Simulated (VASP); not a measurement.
Br: single point with r2SCAN

The system is Br.

```
CELL_PARAMETERS angstrom
3.36325 -2.32255 0.00000
3.36325 2.32255 0.00000
0.00000 0.00000 8.70230
ATOMIC_POSITIONS crystal
Br 0.36510 0.63490 0.39010
Br 0.13490 0.86510 0.89010
Br 0.63490 0.36510 0.60990
Br 0.86510 0.13490 0.10990
```

```
Program                : VASP 6.6.1
Task                   : single point
Functional             : r2SCAN
Potentials or basis    : VASP PAW PBE potentials, release 64 (Br)
Cutoff                 : 520 eV
k mesh                 : 4 × 4 × 2
Occupations            : fermi-dirac, width 0.05 eV
Spin                   : no spin polarisation
Dipole correction      : no
Further INCAR settings : ALGO = Normal; EDIFF = 1e-07; NBANDS = 22
```

```json
{
 "Pressure": "0.7 GPa",
 "Largest force": "0.578 eV/Å",
 "Band gap on the k mesh": "2.16 eV (least direct gap 2.23 eV)"
}
```

Forces in eV/Å, atoms in the order of the input:
```
Br   0.000  0.283 -0.503
Br   0.000 -0.283 -0.503
Br   0.000 -0.283  0.503
Br   0.000  0.283  0.503
```

Stress tensor (GPa, compression positive):
```
0.22 0.00 0.00
0.00 0.30 0.00
0.00 0.00 1.52
```

Levels at points of the mesh, in eV from the valence-band top:
| k point | band 10 | band 11 | band 12 | band 13 | band 14 | band 15 | band 16 | band 17 | band 18 | band 19 |
| --- | --- | --- | --- | --- | --- | --- | --- | --- | --- | --- |
| (0.00, 0.00, 0.00) | -1.74 | -0.95 | -0.37 | -0.10 | -0.06 | 2.16 | 2.89 | 6.63 | 7.24 | 7.93 |
| (0.50, 0.00, 0.00) | -2.10 | -0.80 | -0.80 | -0.25 | -0.25 | 2.78 | 2.78 | 7.72 | 7.72 | 9.89 |
| (0.50, 0.50, 0.00) | -2.43 | -1.37 | -1.17 | -0.41 | -0.04 | 2.20 | 2.56 | 7.86 | 8.13 | 8.35 |
| (0.00, 0.00, 0.50) | -1.76 | -0.83 | -0.83 | -0.08 | -0.08 | 2.39 | 2.39 | 7.28 | 7.28 | 8.90 |
| (0.50, 0.00, 0.50) | -2.15 | -0.55 | -0.55 | 0.00 | 0.00 | 2.53 | 2.53 | 8.05 | 8.05 | 9.24 |
| (0.50, 0.50, 0.50) | -2.39 | -0.92 | -0.92 | -0.65 | -0.65 | 2.27 | 2.27 | 8.56 | 8.56 | 9.70 |

Wall time 3.9 min on 1 thread of Intel Xeon 8259CL, with other jobs on the host, peak memory 0.26 GiB.

Caveat: the PAW data sets were made with another functional, which shifts forces and pressure a little. r2SCAN opens gaps a little over a GGA but as a rule still falls short of measured ones.
